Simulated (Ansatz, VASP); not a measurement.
Two plane-wave programs on B5Ru3

```
B Ru
1.0
     2.92023   -0.00036   -0.00006
    -1.46043    2.52926   -0.00006
    -0.00005   -0.00027   10.03836
B Ru
5 3
Direct
  0.33339 0.66668 0.64280
  0.66665 0.33333 0.72014
  0.33339 0.66667 0.35720
  0.66660 0.33332 0.27985
  0.66664 0.33335 0.00000
  0.33331 0.66665 0.14048
  0.33336 0.66666 0.85952
  0.66666 0.33332 0.50000
```

Change from the starting cell: cell x1, atoms moved at random (sigma 0.15 Å) and cell strained at random (1.5 %), then relaxed without symmetry.

Alike in both runs: functional PBE; k mesh 12 × 12 × 2; occupations gaussian, width 0.2 eV; no spin polarisation.

Ansatz relaxed the structure, and its values are those at the end. VASP's run is a single point on that final structure, the one shown.

|  | VASP | Ansatz |
| --- | --- | --- |
| version | VASP 6.6.1 | Ansatz 0.2.0 |
| potentials or method | VASP PAW PBE potentials, release 64 (B, Ru_pv), cutoff 520 eV | scalar-relativistic, plane waves, PAW |
| valence electrons in the cell | 57 | 63 |

|  | VASP | Ansatz | Ansatz less VASP |
| --- | --- | --- | --- |
| gap on the k mesh at the Fermi level (eV) | none | none | - |
| pressure (GPa) | 0.0 | 0.0 | -0.02 |
| rms of the force components (eV/Å) | 0.004 | 0.001 | -0.0027 |

A gap of «none» marks a metal or a gap that the smearing closes. VASP's potentials hold 57 valence electrons a cell and Ansatz's 63, so a difference there can come from the potentials and not from the codes.
